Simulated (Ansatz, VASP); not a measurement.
**One calculation of MoS2, two programs**

```
CELL_PARAMETERS angstrom
3.21070 0.00000 0.00000
-1.60535 2.78055 0.00000
0.00000 0.00000 12.48618
ATOMIC_POSITIONS crystal
Mo 0.33333 0.66667 0.25000
Mo 0.66667 0.33333 0.75000
S 0.33333 0.66667 0.62300
S 0.66667 0.33333 0.12300
S 0.33333 0.66667 0.87700
S 0.66667 0.33333 0.37700
```

Alike in both runs: task single point; functional PBE; dispersion D4; k mesh 8 × 8 × 2; occupations methfessel-paxton of order 1, width 0.15 eV; no spin polarisation.

```csv
,VASP,Ansatz
version,VASP 6.6.1,Ansatz 0.2.0
potentials or method,"VASP PAW PBE potentials, release 64 (Mo_sv, S), cutoff 520 eV","plane waves, PAW"
valence electrons in the cell,52,52
```

|  | VASP | Ansatz | Ansatz less VASP |
| --- | --- | --- | --- |
| pressure (GPa) | -6.9 | -6.8 | +0.11 |
| traceless stress, the component that is largest in VASP (GPa) | -0.25 | -0.22 | +0.032 |
